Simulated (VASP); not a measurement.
# Te2Mo (P-6m2) in VASP: further runs

Runs on Te2Mo. Level: PBE+D3(BJ). Tasks: single point.

All numbers are computed with VASP 6.6.1; they aren't measurements. Logs are shortened: lines on timing, memory, paths and dates and some standing lists are left out, and cuts for length are marked.

## Step 1: The cell of the first run

The structure is hexagonal, space group P-6m2 (No. 187). Conventional cell: a = 3.373 Å, b = 3.373 Å, c = 8.158 Å, α = 90.00°, β = 90.00°, γ = 120.00°. Within 3.6 Å of Te (site symmetry 3m) lie 3 Mo at 2.75 Å and 6 Te at 3.37 Å. Mo (site symmetry -6m2) has 6 Te at 2.75 Å and 6 Mo at 3.37 Å within 3.6 Å.

## Step 2: Single point, PBE+D3(BJ) (mode 5 frozen in at +0.000 Å, strain +e along z and -e/2 along x and y +0.0700)

File INCAR:

```
  PREC = Accurate
  ENCUT = 520
  EDIFF = 1E-6
  ISMEAR = 0
  SIGMA = 0.05
  LREAL = F
  LASPH = T
  NELM = 60
  ALGO = Normal
  ISIF = 2
  LWAVE = F
  LCHARG = F
  GGA = PE
  IVDW = 12
  NBANDS = 20
```

File KPOINTS:

```
Automatic mesh
0
Gamma
  9 9 4
```

File POSCAR:

```
Te2Mo
1.0
    3.3728278289      0.0000000000      0.0000000000
   -1.6864139145      2.9209545824      0.0000000000
    0.0000000000      0.0000000000      8.1582734926
Te Mo
2 1
Direct
    0.3333333333      0.6666666667      0.7614144829
    0.3333333333      0.6666666667      0.2385855171
    0.0000000000      0.0000000000      0.0000000000
```

Potentials or basis: VASP PAW PBE potentials, release 64 (Te, Mo_sv).

On the command line:

```bash
$ cat potpaw_PBE.64/Te/POTCAR potpaw_PBE.64/Mo_sv/POTCAR > POTCAR
$ mpirun -np 1 vasp_std > vasp.out
```

OUTCAR:

```text
PREC = Accurate
   ENCUT = 520
   EDIFF = 1E-6
   ISMEAR = 0
   LREAL = F
   LASPH = T
   NELM = 60
   ISIF = 2
   GGA = PE
   IVDW = 12
 IVDW          = 12

 ion  position               nearest neighbor table
   1  0.333  0.667  0.761-   3 2.75   3 2.75   3 2.75
   2  0.333  0.667  0.239-   3 2.75   3 2.75   3 2.75
   3  0.000  0.000  0.000-   1 2.75   2 2.75   1 2.75   2 2.75   1 2.75   2 2.75

  LATTYP: Found a hexagonal cell.
 ALAT       =     3.3728278289
 C/A-ratio  =     2.4188229896

  Lattice vectors:

 A1 = (   3.3728278289,   0.0000000000,   0.0000000000)
 A2 = (  -1.6864139145,   2.9209545824,   0.0000000000)
 A3 = (   0.0000000000,   0.0000000000,   8.1582734926)

Analysis of symmetry for initial positions (statically):
=====================================================================
 Subroutine PRICEL returns:
 Original cell was already a primitive cell.

 Routine SETGRP: Setting up the symmetry group for a
 hexagonal supercell.

 Subroutine GETGRP returns: Found 12 space group operations
 (whereof 12 operations were pure point group operations)
 out of a pool of 24 trial point group operations.

The static configuration has the point symmetry D_3h.

Analysis of symmetry for dynamics (positions and initial velocities):
=====================================================================
 Subroutine PRICEL returns:
 Original cell was already a primitive cell.

 Routine SETGRP: Setting up the symmetry group for a
 hexagonal supercell.

 Subroutine GETGRP returns: Found 12 space group operations
 (whereof 12 operations were pure point group operations)
 out of a pool of 24 trial point group operations.

The dynamic configuration has the point symmetry D_3h.

 Subroutine INISYM returns: Found 12 space group operations
 (whereof 12 operations are pure point group operations),
 and found     1 'primitive' translations

----------------------------------------------------------------------------------------

                                     Primitive cell

  volume of cell :      80.3743

  direct lattice vectors                    reciprocal lattice vectors
     3.372827829  0.000000000  0.000000000     0.296487117  0.171176917  0.000000000
    -1.686413915  2.920954582  0.000000000     0.000000000  0.342353834  0.000000000
     0.000000000  0.000000000  8.158273493     0.000000000  0.000000000  0.122574954

  length of vectors
     3.372827829  3.372827829  8.158273493     0.342353834  0.342353834  0.122574954

  position of ions in fractional coordinates (direct lattice)
     0.333333333  0.666666667  0.761414483
     0.333333333  0.666666667  0.238585517
     0.000000000  0.000000000  0.000000000

  ion indices of the primitive-cell ions
   primitive index   ion index
                 1           1
                 2           2
                 3           3

----------------------------------------------------------------------------------------

 KPOINTS: Automatic mesh

Automatic generation of k-mesh.
 Grid dimensions read from file:
 generate k-points for:    9    9    4

 Generating k-lattice:

  Cartesian coordinates                     Fractional coordinates (reciprocal lattice)
     0.032943013  0.019019657  0.000000000     0.111111111  0.000000000  0.000000000
     0.000000000  0.038039315  0.000000000     0.000000000  0.111111111  0.000000000
     0.000000000  0.000000000  0.030643739     0.000000000  0.000000000  0.250000000

  Length of vectors
     0.038039315  0.038039315  0.030643739

  Shift w.r.t. Gamma in fractional coordinates (k-lattice)
     0.000000000  0.000000000  0.000000000

 Subroutine IBZKPT returns following result:
 ===========================================

 Found     36 irreducible k-points:

 Following reciprocal coordinates:
            Coordinates               Weight
  0.000000  0.000000  0.000000      1.000000
  0.111111  0.000000  0.000000      6.000000
  0.222222  0.000000  0.000000      6.000000
  0.333333  0.000000  0.000000      6.000000
  0.444444  0.000000  0.000000      6.000000
  0.111111  0.111111  0.000000      6.000000
[... 16 lines left out ...]
  0.333333  0.222222  0.250000     24.000000
  0.333333  0.333333  0.250000      4.000000
 [... further k-points ...]
   k-points           NKPTS =     36   k-points in BZ     NKDIM =     36   number of bands    NBANDS=     20
   number of dos      NEDOS =    301   number of ions     NIONS =      3
   total plane-waves  NPLWV =  50176
   dimension x,y,z NGX =    28 NGY =   28 NGZ =   64
   dimension x,y,z NGXF=    56 NGYF=   56 NGZF=  128
   ions per type =               2   1
   NGX,Y,Z   is equivalent  to a cutoff of  13.80, 13.80, 13.04 a.u.
   NGXF,Y,Z  is equivalent  to a cutoff of  27.60, 27.60, 26.08 a.u.
 SYSTEM =  unknown system
   PREC   = accura    normal or accurate (medium, high low for compatibility)
   ISTART =      0    job   : 0-new  1-cont  2-samecut
   ICHARG =      2    charge: 1-file 2-atom 10-const
   ISPIN  =      1    spin polarized calculation?
   LNONCOLLINEAR =      F non collinear calculations
   LSORBIT =      F    spin-orbit coupling
   LASPH  =      T    aspherical Exc in radial PAW
   ENCUT  =  520.0 eV  38.22 Ry    6.18 a.u.   6.27  6.27 15.17*2*pi/ulx,y,z
   NELM   =     60;   NELMIN=  2; NELMDL= -5     # of ELM steps
   EDIFF  = 0.1E-05   stopping-criterion for ELM
   LREAL  =      F    real-space projection
   EDIFFG = 0.1E-04   stopping-criterion for IOM
   NSW    =      0    number of steps for IOM
   IBRION =     -1    ionic relax: 0-MD 1-quasi-New 2-CG
   NFREE  =      0    steps in history (QN), initial steepest desc. (CG)
   ISIF   =      2    stress and relaxation
   ISYM   =      2    0-nonsym 1-usesym 2-fastsym
   POTIM  = 0.5000    time-step for ionic-motion
   TEBEG  =    0.0;   TEEND  =   0.0 temperature during run
   PSTRESS=    0.0 pullay stress
   NELECT =      26.0000    total number of electrons
   NUPDOWN=      -1.0000    fix difference up-down
   EMIN   =  10.00;   EMAX   =-10.00  energy-range for DOS
   EFERMI =   0.00;   METHOD = LEGACY
   ISMEAR =     0;   SIGMA  =   0.05  broadening in eV -4-tet -1-fermi 0-gaus
   EFERMI_NEDOS =   21; number of points for ismear=-14 and -15
   IALGO  =     38    algorithm
   IMIX   =      4    mixing-type and parameters
     AMIX     =   0.40;   BMIX     =  1.00
     AMIX_MAG =   1.60;   BMIX_MAG =  1.00
  volume/ion in A,a.u.               =      26.79       180.80
  Fermi-wavevector in a.u.,A,eV,Ry     =   1.123812  2.123696 17.183514  1.262953
  Thomas-Fermi vector in A             =   2.260480
   LORBIT       =      0    0 simple, 1 ext, 2 COOP (PROOUT), +10 PAW based schemes
   GGA     = PE    functional components
   LHFCALC =     F    Hartree Fock is set to
   AEXX    =    0.0000 exact exchange contribution
   IVDW    =    12    specifies the selected vdW correction
   LEPSILON=     F    determine dielectric tensor
   LRPA    =     F    only Hartree local field effects (RPA)
 non-spin polarized calculation
 Gauss-broadening in eV      SIGMA  =   0.05
  energy-cutoff  :      520.00
  volume of cell :       80.37
 maximum number of plane-waves:      2203
 NGX is ok and might be reduce to    28
   NGX = 13   NGY = 13   NGZ = 31

 number of electron      25.9999996 magnetization

 Free energy of the ion-electron system (eV)
  ---------------------------------------------------
  ext. energy  EPLUGINS =         0.00000000
  ---------------------------------------------------
  free energy    TOTEN  =       -17.75691214 eV

  energy without entropy =      -17.75691214  energy(sigma->0) =      -17.75691214

 E-fermi :   7.7187     XC(G=0):  -9.9015

 val. band max:        7.4808335755   @ k =   0.4444   0.0000   0.5000
 cond. band min:       8.0169674844   @ k =   0.2222   0.2222   0.0000
 fundamental gap:      0.5361339089
 Fermi energy:         7.7187345038

 k-point     1 :       0.0000    0.0000    0.0000
  band No.  band energies     occupation
      1     -53.3987      2.00000
      2     -27.6383      2.00000
      3     -27.3531      2.00000
      4     -27.3531      2.00000
      5      -5.8443      2.00000
      6      -5.0660      2.00000
[... 12 lines left out ...]
     19      14.6708      0.00000
     20      16.1169      0.00000

 k-point     2 :       0.1111    0.0000    0.0000
  band No.  band energies     occupation
      1     -53.3968      2.00000
      2     -27.6338      2.00000
      3     -27.3757      2.00000
      4     -27.3584      2.00000
      5      -5.6447      2.00000
      6      -4.9102      2.00000
[... 12 lines left out ...]
     19      15.2395      0.00000
     20      16.1649      0.00000

 k-point     3 :       0.2222    0.0000    0.0000
  band No.  band energies     occupation
      1     -53.3919      2.00000
      2     -27.6224      2.00000
      3     -27.4324      2.00000
      4     -27.3719      2.00000
      5      -5.0707      2.00000
      6      -4.4635      2.00000
[... 12 lines left out ...]
     19      14.7438      0.00000
     20      14.8063      0.00000

 k-point     4 :       0.3333    0.0000    0.0000
  band No.  band energies     occupation
      1     -53.3863      2.00000
      2     -27.6093      2.00000
      3     -27.4963      2.00000
      4     -27.3871      2.00000
      5      -4.2231      2.00000
      6      -3.8165      2.00000
[... 12 lines left out ...]
     19      13.0764      0.00000
     20      13.7799      0.00000

 k-point     5 :       0.4444    0.0000    0.0000
  band No.  band energies     occupation
      1     -53.3827      2.00000
      2     -27.6008      2.00000
      3     -27.5375      2.00000
      4     -27.3971      2.00000
      5      -3.4274      2.00000
      6      -3.2433      2.00000
[... 12 lines left out ...]
     19      13.1482      0.00000
     20      13.3658      0.00000
[... 353 lines left out ...]
      6      -3.0963      2.00000
[... 12 lines left out ...]
     19      13.6016      0.00000
     20      14.5735      0.00000

 k-point    22 :       0.2222    0.2222    0.2500
  band No.  band energies     occupation
      1     -53.3839      2.00000
      2     -27.6036      2.00000
      3     -27.4998      2.00000
      4     -27.4185      2.00000
      5      -3.7481      2.00000
      6      -3.5118      2.00000
[... 12 lines left out ...]
     19      13.8929      0.00000
     20      14.6259      0.00000

 k-point    23 :       0.3333    0.2222    0.2500
  band No.  band energies     occupation
      1     -53.3811      2.00000
      2     -27.5971      2.00000
      3     -27.5146      2.00000
      4     -27.4432      2.00000
      5      -3.0930      2.00000
      6      -3.0067      2.00000
[... 12 lines left out ...]
     19      13.5278      0.00000
     20      14.1917      0.00000

 k-point    24 :       0.3333    0.3333    0.2500
  band No.  band energies     occupation
      1     -53.3801      2.00000
      2     -27.5948      2.00000
      3     -27.4934      2.00000
      4     -27.4782      2.00000
      5      -2.8673      2.00000
      6      -2.7954      2.00000
[... 12 lines left out ...]
     19      12.4939      0.00000
     20      14.4826      0.00000

 [... further k-points ...]

------------------------ aborting loop because EDIFF is reached ----------------------------------------

 Edisp (eV)   -1.50876

 E8    (eV) :    -0.6959

  FORCE on cell =-STRESS in cart. coord.  units (eV):
  Direction    XX          YY          ZZ          XY          YZ          ZX
  --------------------------------------------------------------------------------------
  -------------------------------------------------------------------------------------
  Total       1.36812     1.36812    -4.16782    -0.00000     0.00000     0.00000
  in kB      27.27201    27.27201   -83.08119    -0.00000     0.00000     0.00000
  external pressure =       -9.51 kB  Pullay stress =        0.00 kB

 VOLUME and BASIS-vectors are now :
 -----------------------------------------------------------------------------
  energy-cutoff  :      520.00
  volume of cell :       80.37
      direct lattice vectors                 reciprocal lattice vectors
     3.372827829  0.000000000  0.000000000     0.296487117  0.171176917  0.000000000
    -1.686413915  2.920954582  0.000000000     0.000000000  0.342353834  0.000000000
     0.000000000  0.000000000  8.158273493     0.000000000  0.000000000  0.122574954

 POSITION                                       TOTAL-FORCE (eV/Angst)
 -----------------------------------------------------------------------------------
     -0.00000      1.94730      6.21183        -0.000000      0.000000      0.882355
     -0.00000      1.94730      1.94645         0.000000      0.000000     -0.882355
      0.00000      0.00000      0.00000         0.000000      0.000000      0.000000
 -----------------------------------------------------------------------------------
    total drift:                                0.000000     -0.000000     -0.000000

  FREE ENERGIE OF THE ION-ELECTRON SYSTEM (eV)
  ---------------------------------------------------
  free  energy   TOTEN  =       -19.2656763606 eV

  energy  without entropy=      -19.2656763606  energy(sigma->0) =      -19.26567636
```

Wall time 60 s (1 thread of Intel Xeon Platinum 8259CL at 2.50GHz (Skylake/Cascade Lake), shared host); peak memory 0.25 GiB.

What came out:

```
Free energy                : -19.2657 eV
Pressure                   : -1.0 GPa
Largest force              : 0.882 eV/Å
Band gap on the k mesh     : 0.54 eV, indirect (least direct gap 1.07 eV)
Dispersion energy per atom : -0.503 eV
```

Forces in eV/Å, atoms in the order of the input:
```
Te   0.000  0.000  0.882
Te   0.000  0.000 -0.882
Mo   0.000  0.000  0.000
```

Levels at points of the mesh, in eV from the valence-band top:
| k point | band 11 | band 12 | band 13 | band 14 | band 15 | band 16 |
| --- | --- | --- | --- | --- | --- | --- |
| (0.00, 0.00, 0.00) | -1.37 | -0.62 | -0.62 | 3.38 | 3.38 | 3.47 |
| (0.00, 0.00, 0.50) | -1.10 | -0.62 | -0.62 | 3.31 | 3.31 | 3.55 |

Caveat: the cell differs from its parent crystal (mode 5 frozen in at +0.000 Å, strain +e along z and -e/2 along x and y +0.0700); spin-orbit coupling is left out, which moves the levels of the heavy elements. A k mesh can miss the band edges.

[end of part 1 of 2]
